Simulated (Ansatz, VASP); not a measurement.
One calculation of SiC, two programs

INCAR

```
ALGO     = Normal         # electronic algorithm
EDIFF    = 1E-6           # SCF threshold, eV
ENCUT    = 520            # plane-wave cutoff, eV
GGA      = PE             # functional
ISIF     = 2              # what is computed and relaxed
ISMEAR   = 0              # smearing method
LASPH    = True           # aspherical terms in the spheres
LCHARG   = False          # write CHGCAR
LREAL    = False          # projectors in reciprocal space
LWAVE    = False          # write WAVECAR
NBANDS   = 11             # bands
NELM     = 80             # most SCF steps
PREC     = Accurate       # precision mode
SIGMA    = 0.05           # smearing width, eV
```

The input KPOINTS:

```
k-points
0
Gamma
  12 12 12
```

Contents of POSCAR:

```
SiC
1.0
    0.0000000000      2.2491350037      2.2491350037
    2.2491350037      0.0000000000      2.2491350037
    2.1336794068      2.1336794068      0.1154555969
Si C
1 1
Direct
    0.0000000000      0.0000000000      0.0000000000
    0.7500000000      0.7500000000      0.7500000000
```

Input for Ansatz:

```yaml
crystal:
  lattice:
    - [0.0, 2.2491350037, 2.2491350037]
    - [2.2491350037, 0.0, 2.2491350037]
    - [2.1336794068, 2.1336794068, 0.1154555969]
  atoms:
    - { symbol: Si, position: [0.0, 0.0, 0.0] }
    - { symbol: C, position: [0.75, 0.75, 0.75] }
basis:
  ecutwfc: 520.0
kpoints:
  mp_grid: { grid: [12, 12, 12] }
hamiltonian:
  xc: pbe
scf:
  occupations: { method: gaussian, width: 0.05 }
output:
  forces: true
  stress: true
  eigenvalues: true
```

Alike in both runs: task single point; functional PBE; k mesh 12 × 12 × 12; occupations gaussian, width 0.05 eV; no spin polarisation.

```csv
,VASP,Ansatz
version,VASP 6.6.1,Ansatz 0.2.0
potentials or method,"VASP PAW PBE potentials, release 64 (Si, C), cutoff 520 eV","scalar-relativistic, plane waves, PAW"
valence electrons in the cell,8,8
```

|  | VASP | Ansatz | Ansatz less VASP |
| --- | --- | --- | --- |
| gap on the k mesh at the Fermi level (eV) | 1.05 | 1.06 | +0.007 |
| least direct gap on the mesh (eV) | 3.95 | 3.96 | +0.006 |
| pressure (GPa) | 2.0 | 2.0 | +0.05 |
| traceless stress, the component that is largest in VASP (GPa) | 15.00 | 14.95 | -0.046 |
| rms of the force components (eV/Å) | 0.607 | 0.608 | +0.0010 |

Atom by atom the forces differ by 0.001 eV/Å (rms over components).
